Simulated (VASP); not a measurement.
La3YO2:

```
La Y O
1.0
     3.29229    1.90081    3.52578
    -3.29229    1.90081    3.52578
     0.00000   -3.80161    3.52578
La Y O
3 1 2
Cartesian
  0.0000 -1.9008 1.7629
  1.6461 0.9504 1.7629
  -1.6461 0.9504 1.7629
  0.0000 0.0000 5.2887
  0.0000 0.0000 7.4458
  0.0000 0.0000 3.1315
```

| Quantity | Value |
| --- | --- |
| Program | VASP 6.6.1 |
| Task | relaxation of cell and atoms |
| Functional | PBE |
| Potentials or basis | VASP PAW PBE potentials, release 64 (La, Y_sv, O) |
| Cutoff | 600 eV |
| k mesh | 3 × 3 × 3 |
| Occupations | gaussian, width 0.2 eV |
| Spin | no spin polarisation |

At the start: pressure 16.3 GPa; volume 22.06 Å³/atom.

Question: How do energy, volume and symmetry change on relaxing?

Answer: Over 12 steps the energy falls by 533.7 meV/atom and the volume is 27.45 Å³/atom (+24.4 %); space group R-3m (No. 166, to 0.05 Å).

The path:
| step | energy change (eV) | largest force (eV/Å) | pressure (GPa) | volume (Å³) |
| --- | --- | --- | --- | --- |
| 1 | 0.0000 | 0.2580 | 16.29 | 132.39 |
| 2 | -1.8493 | 1.2649 | -4.64 | 179.58 |
| 3 | -1.9519 | 1.1786 | -1.95 | 168.88 |
| 4 | -2.5360 | 1.9496 | -0.74 | 167.68 |
| 5 | -2.6620 | 2.7813 | 0.73 | 166.22 |
| 6 | -2.9848 | 1.6634 | -0.21 | 167.27 |
| 7 | -3.1228 | 0.7303 | -1.00 | 168.26 |
| 8 | -3.1276 | 0.5722 | -1.15 | 168.45 |
| 9 | -3.1950 | 0.2516 | -0.16 | 165.22 |
| 10 | -3.2008 | 0.1351 | 0.27 | 163.99 |
| 11 | -3.2008 | 0.1265 | 0.30 | 163.90 |
| 12 | -3.2023 | 0.0703 | -0.02 | 164.68 |

Final structure:
```
CELL_PARAMETERS angstrom
3.89500 2.24878 3.13360
-3.89500 2.24878 3.13360
0.00000 -4.49756 3.13360
ATOMIC_POSITIONS crystal
La 0.00000 0.00000 0.50000
La 0.50000 0.00000 0.00000
La 0.00000 0.50000 0.00000
Y 0.50000 0.50000 0.50000
O 0.73655 0.73655 0.73655
O 0.26345 0.26345 0.26345
```

Caveat: the k points lie up to 0.38 Å⁻¹ apart in the final cell; the volume moved by over 15 % at a fixed basis, so the end points are rough; the relaxation stopped at a loose force limit of 0.08 eV/Å, so its end isn't a converged minimum.
